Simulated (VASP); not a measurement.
# Si4IrPt (P-6m2) in VASP: a series of runs

Si4IrPt is run at these levels: PBE; tasks: single point.

All numbers are computed with VASP 6.6.1; they aren't measurements. Logs are shortened: lines on timing, memory, paths and dates and some standing lists are left out, and cuts for length are marked.

## 1. The cell of the first run

Symmetry: P-6m2, No. 187, hexagonal system. The conventional cell has a = 3.301 Å, b = 3.301 Å, c = 8.504 Å, α = 90.00°, β = 90.00°, γ = 120.00°. Within 2.7 Å of Si (site symmetry 3m) lie 3 Si at 2.06 Å and 1 Ir at 2.49 Å and 3 Pt at 2.60 Å. Within 2.7 Å of Si (site symmetry 3m) lie 3 Si at 2.06 Å and 1 Pt at 2.54 Å and 3 Ir at 2.56 Å. Within 3.3 Å of Ir (site symmetry -6m2) lie 8 Si at 2.49 to 2.56 Å. Pt (site symmetry -6m2) has 8 Si at 2.54 to 2.60 Å and 6 Pt at 3.30 Å within 3.4 Å.

## 2. Single point, PBE

File INCAR:

```
SYSTEM = Si4IrPt
  ALGO = Normal
  EDIFF = 1E-6
  ENCUT = 520
  GGA = PE
  ISIF = 2
  ISMEAR = 0
  LASPH = .TRUE.
  LCHARG = .FALSE.
  LREAL = .FALSE.
  LWAVE = .FALSE.
  NBANDS = 26
  NELM = 60
  PREC = Accurate
  SIGMA = 0.1
```

File KPOINTS:

```
k-points
0
G
  6 6 2
  0 0 0
```

File POSCAR:

```
Si4IrPt
1.0
    3.3008206600      0.0000000000      0.0000000000
   -1.6504103300      2.8585945500      0.0000000000
    0.0000000000      0.0000000000      8.5035389100
Si Ir Pt
4 1 1
Direct
    0.0000000000      0.0000000000      0.7071691200
    0.6666666700      0.3333333300      0.7986019800
    0.6666666700      0.3333333300      0.2013980200
    0.0000000000      0.0000000000      0.2928308800
    0.0000000000      0.0000000000      0.0000000000
    0.6666666700      0.3333333300      0.5000000000
```

Potentials or basis: VASP PAW PBE potentials, release 64 (Si, Ir, Pt).

Launch:

```bash
$ cat potpaw_PBE.64/Si/POTCAR potpaw_PBE.64/Ir/POTCAR potpaw_PBE.64/Pt/POTCAR > POTCAR
$ mpirun -np 1 vasp_std > vasp.out
```

OUTCAR:

```text
SYSTEM = Si4IrPt
   EDIFF = 1E-6
   ENCUT = 520
   GGA = PE
   ISIF = 2
   ISMEAR = 0
   LASPH = .TRUE.
   LREAL = .FALSE.
   NELM = 60
   PREC = Accurate

 ion  position               nearest neighbor table
   1  0.000  0.000  0.707-   2 2.06   2 2.06   2 2.06   5 2.49   6 2.60   6 2.60   6 2.60
   2  0.667  0.333  0.799-   1 2.06   1 2.06   1 2.06   6 2.54   5 2.56   5 2.56   5 2.56
   3  0.667  0.333  0.201-   4 2.06   4 2.06   4 2.06   6 2.54   5 2.56   5 2.56   5 2.56
   4  0.000  0.000  0.293-   3 2.06   3 2.06   3 2.06   5 2.49   6 2.60   6 2.60   6 2.60
   5  0.000  0.000  0.000-   1 2.49   4 2.49   3 2.56   2 2.56   2 2.56   3 2.56   2 2.56   3 2.56

   6  0.667  0.333  0.500-   2 2.54   3 2.54   1 2.60   4 2.60   1 2.60   4 2.60   1 2.60   4 2.60

  LATTYP: Found a hexagonal cell.
 ALAT       =     3.3008206600
 C/A-ratio  =     2.5761893135

  Lattice vectors:

 A1 = (   3.3008206600,   0.0000000000,   0.0000000000)
 A2 = (  -1.6504103300,   2.8585945500,   0.0000000000)
 A3 = (   0.0000000000,   0.0000000000,   8.5035389100)

Analysis of symmetry for initial positions (statically):
=====================================================================
 Subroutine PRICEL returns:
 Original cell was already a primitive cell.

 Routine SETGRP: Setting up the symmetry group for a
 hexagonal supercell.

 Subroutine GETGRP returns: Found 12 space group operations
 (whereof 12 operations were pure point group operations)
 out of a pool of 24 trial point group operations.

The static configuration has the point symmetry D_3h.

Analysis of symmetry for dynamics (positions and initial velocities):
=====================================================================
 Subroutine PRICEL returns:
 Original cell was already a primitive cell.

 Routine SETGRP: Setting up the symmetry group for a
 hexagonal supercell.

 Subroutine GETGRP returns: Found 12 space group operations
 (whereof 12 operations were pure point group operations)
 out of a pool of 24 trial point group operations.

The dynamic configuration has the point symmetry D_3h.

 Subroutine INISYM returns: Found 12 space group operations
 (whereof 12 operations are pure point group operations),
 and found     1 'primitive' translations

----------------------------------------------------------------------------------------

                                     Primitive cell

  volume of cell :      80.2369

  direct lattice vectors                    reciprocal lattice vectors
     3.300820660  0.000000000  0.000000000     0.302954963  0.174911129  0.000000000
    -1.650410330  2.858594550  0.000000000     0.000000000  0.349822258  0.000000000
     0.000000000  0.000000000  8.503538910     0.000000000  0.000000000  0.117598098

  length of vectors
     3.300820660  3.300820664  8.503538910     0.349822258  0.349822258  0.117598098

  position of ions in fractional coordinates (direct lattice)
     0.000000000  0.000000000  0.707169120
     0.666666670  0.333333330  0.798601980
     0.666666670  0.333333330  0.201398020
     0.000000000  0.000000000  0.292830880
     0.000000000  0.000000000  0.000000000
     0.666666670  0.333333330  0.500000000

  ion indices of the primitive-cell ions
   primitive index   ion index
                 1           1
                 2           2
                 3           3
                 4           4
                 5           5
                 6           6

----------------------------------------------------------------------------------------

 KPOINTS: k-points

Automatic generation of k-mesh.
 Grid dimensions read from file:
 generate k-points for:    6    6    2

 Generating k-lattice:

  Cartesian coordinates                     Fractional coordinates (reciprocal lattice)
     0.050492494  0.029151855  0.000000000     0.166666667  0.000000000  0.000000000
     0.000000000  0.058303710  0.000000000     0.000000000  0.166666667  0.000000000
     0.000000000  0.000000000  0.058799049     0.000000000  0.000000000  0.500000000

  Length of vectors
     0.058303710  0.058303710  0.058799049

  Shift w.r.t. Gamma in fractional coordinates (k-lattice)
     0.000000000  0.000000000  0.000000000

 Subroutine IBZKPT returns following result:
 ===========================================

 Found     14 irreducible k-points:

 Following reciprocal coordinates:
            Coordinates               Weight
  0.000000  0.000000  0.000000      1.000000
  0.166667  0.000000  0.000000      6.000000
  0.333333  0.000000  0.000000      6.000000
  0.500000  0.000000  0.000000      3.000000
  0.166667  0.166667  0.000000      6.000000
  0.333333  0.166667  0.000000     12.000000
  0.333333  0.333333  0.000000      2.000000
  0.000000  0.000000  0.500000      1.000000
  0.166667  0.000000  0.500000      6.000000
  0.333333  0.000000  0.500000      6.000000
  0.500000  0.000000  0.500000      3.000000
  0.166667  0.166667  0.500000      6.000000
  0.333333  0.166667  0.500000     12.000000
  0.333333  0.333333  0.500000      2.000000
   k-points           NKPTS =     14   k-points in BZ     NKDIM =     14   number of bands    NBANDS=     26
   number of dos      NEDOS =    301   number of ions     NIONS =      6
   total plane-waves  NPLWV =  50176
   dimension x,y,z NGX =    28 NGY =   28 NGZ =   64
   dimension x,y,z NGXF=    56 NGYF=   56 NGZF=  128
   ions per type =               4   1   1
   NGX,Y,Z   is equivalent  to a cutoff of  14.10, 14.10, 12.51 a.u.
   NGXF,Y,Z  is equivalent  to a cutoff of  28.20, 28.20, 25.02 a.u.
 SYSTEM =  Si4IrPt
   PREC   = accura    normal or accurate (medium, high low for compatibility)
   ISTART =      0    job   : 0-new  1-cont  2-samecut
   ICHARG =      2    charge: 1-file 2-atom 10-const
   ISPIN  =      1    spin polarized calculation?
   LNONCOLLINEAR =      F non collinear calculations
   LSORBIT =      F    spin-orbit coupling
   LASPH  =      T    aspherical Exc in radial PAW
   ENCUT  =  520.0 eV  38.22 Ry    6.18 a.u.   6.14  6.14 15.81*2*pi/ulx,y,z
   NELM   =     60;   NELMIN=  2; NELMDL= -5     # of ELM steps
   EDIFF  = 0.1E-05   stopping-criterion for ELM
   LREAL  =      F    real-space projection
   EDIFFG = 0.1E-04   stopping-criterion for IOM
   NSW    =      0    number of steps for IOM
   IBRION =     -1    ionic relax: 0-MD 1-quasi-New 2-CG
   NFREE  =      0    steps in history (QN), initial steepest desc. (CG)
   ISIF   =      2    stress and relaxation
   ISYM   =      2    0-nonsym 1-usesym 2-fastsym
   POTIM  = 0.5000    time-step for ionic-motion
   TEBEG  =    0.0;   TEEND  =   0.0 temperature during run
   PSTRESS=    0.0 pullay stress
   NELECT =      35.0000    total number of electrons
   NUPDOWN=      -1.0000    fix difference up-down
   EMIN   =  10.00;   EMAX   =-10.00  energy-range for DOS
   EFERMI =   0.00;   METHOD = LEGACY
   ISMEAR =     0;   SIGMA  =   0.10  broadening in eV -4-tet -1-fermi 0-gaus
   EFERMI_NEDOS =   21; number of points for ismear=-14 and -15
   IALGO  =     38    algorithm
   IMIX   =      4    mixing-type and parameters
     AMIX     =   0.40;   BMIX     =  1.00
     AMIX_MAG =   1.60;   BMIX_MAG =  1.00
  volume/ion in A,a.u.               =      13.37        90.24
  Fermi-wavevector in a.u.,A,eV,Ry     =   1.241574  2.346236 20.973479  1.541507
  Thomas-Fermi vector in A             =   2.375966
   LORBIT       =      0    0 simple, 1 ext, 2 COOP (PROOUT), +10 PAW based schemes
   GGA     = PE    functional components
   LHFCALC =     F    Hartree Fock is set to
   AEXX    =    0.0000 exact exchange contribution
   IVDW    =     0    specifies the selected vdW correction
   LEPSILON=     F    determine dielectric tensor
   LRPA    =     F    only Hartree local field effects (RPA)
 non-spin polarized calculation
 Gauss-broadening in eV      SIGMA  =   0.10
  energy-cutoff  :      520.00
  volume of cell :       80.24
 maximum number of plane-waves:      2178
 NGX is ok and might be reduce to    28
   NGX = 13   NGY = 13   NGZ = 31

 number of electron      35.0000003 magnetization

 Free energy of the ion-electron system (eV)
  ---------------------------------------------------
  ext. energy  EPLUGINS =         0.00000000
  ---------------------------------------------------
  free energy    TOTEN  =       -31.61662026 eV

  energy without entropy =      -31.60981343  energy(sigma->0) =      -31.61321684

 E-fermi :  11.3666     XC(G=0): -12.2211

 val. band max:       11.3485516936   @ k =   0.1667   0.0000   0.5000
 cond. band min:      11.4823457734   @ k =   0.0000   0.0000   0.5000
 fundamental gap:      0.1337940798
 Fermi energy:        11.3665583861

 k-point     1 :       0.0000    0.0000    0.0000
  band No.  band energies     occupation
      1      -3.8156      2.00000
      2      -2.7497      2.00000
      3       1.2373      2.00000
      4       4.6429      2.00000
      5       5.6655      2.00000
      6       6.0280      2.00000
[... 18 lines left out ...]
     25      15.9478      0.00000
     26      17.6151      0.00000

 k-point     2 :       0.1667    0.0000    0.0000
  band No.  band energies     occupation
      1      -3.3404      2.00000
      2      -2.3319      2.00000
      3       1.7755      2.00000
      4       5.0492      2.00000
      5       5.1405      2.00000
      6       5.5785      2.00000
[... 18 lines left out ...]
     25      16.6256      0.00000
     26      18.0156      0.00000

 k-point     3 :       0.3333    0.0000    0.0000
  band No.  band energies     occupation
      1      -1.9845      2.00000
      2      -1.1133      2.00000
      3       3.0090      2.00000
      4       3.3526      2.00000
      5       3.4804      2.00000
      6       5.6293      2.00000
[... 282 lines left out ...]
 k-point    13 :       0.3333    0.1667    0.5000
  band No.  band energies     occupation
      1      -0.4446      2.00000
      2      -0.4212      2.00000
      3       2.3417      2.00000
      4       2.3614      2.00000
      5       4.6798      2.00000
      6       4.7150      2.00000
[... 18 lines left out ...]
     25      16.5136      0.00000
     26      16.6742      0.00000

 k-point    14 :       0.3333    0.3333    0.5000
  band No.  band energies     occupation
      1       0.8145      2.00000
      2       0.8184      2.00000
      3       1.6060      2.00000
      4       1.6409      2.00000
      5       3.6241      2.00000
      6       3.6788      2.00000
[... 18 lines left out ...]
     25      17.4729      0.00000
     26      17.5179      0.00000

------------------------ aborting loop because EDIFF is reached ----------------------------------------

  FORCE on cell =-STRESS in cart. coord.  units (eV):
  Direction    XX          YY          ZZ          XY          YZ          ZX
  --------------------------------------------------------------------------------------
  -------------------------------------------------------------------------------------
  Total       28.3674115     28.3674116     13.9373363      0.0000000      0.0000000      0.0000000
  in kB      566.4428476    566.4428497    278.3018981      0.0000000      0.0000000      0.0000000
  external PRESSURE =     470.3958651 kB  Pullay stress =       0.0000000 kB

 VOLUME and BASIS-vectors are now :
 -----------------------------------------------------------------------------
  energy-cutoff  :      520.00
  volume of cell :       80.24
      direct lattice vectors                 reciprocal lattice vectors
     3.300820660  0.000000000  0.000000000     0.302954963  0.174911129  0.000000000
    -1.650410330  2.858594550  0.000000000     0.000000000  0.349822258  0.000000000
     0.000000000  0.000000000  8.503538910     0.000000000  0.000000000  0.117598098

 POSITION                                       TOTAL-FORCE (eV/Angst)
 -----------------------------------------------------------------------------------
      0.00000      0.00000      6.01344        -0.000000      0.000000     -4.979581
      1.65041      0.95286      6.79094        -0.000000      0.000000      5.195503
      1.65041      0.95286      1.71260        -0.000000     -0.000000     -5.195503
      0.00000      0.00000      2.49010        -0.000000     -0.000000      4.979581
      0.00000      0.00000      0.00000        -0.000000      0.000000     -0.000000
      1.65041      0.95286      4.25177         0.000000     -0.000000     -0.000000
 -----------------------------------------------------------------------------------
    total drift:                               -0.000005      0.000003      0.000000

  FREE ENERGIE OF THE ION-ELECTRON SYSTEM (eV)
  ---------------------------------------------------
  free  energy   TOTEN  =       -31.6166202557 eV

  energy  without entropy=      -31.6098134323  energy(sigma->0) =      -31.61321684
```

It took 26 s on 1 thread of Intel Xeon Platinum 8375C at 2.90GHz (Ice Lake), shared host; peak memory 0.22 GiB.

Results:

* Free energy: -31.6166 eV
* Pressure: 47.0 GPa
* Largest force: 5.196 eV/Å

Forces in eV/Å, atoms in the order of the input:
```
Si   0.000  0.000 -4.980
Si   0.000  0.000  5.196
Si   0.000  0.000 -5.196
Si   0.000  0.000  4.980
Ir   0.000  0.000  0.000
Pt   0.000  0.000  0.000
```

Caveat: the k points lie up to 0.37 Å⁻¹ apart; spin-orbit coupling is left out, which moves the levels of the heavy elements; forces of over 1 eV/Å act on the atoms, so gaps and moduli don't describe the material at rest.

(Part 1 of 2 ends here.)
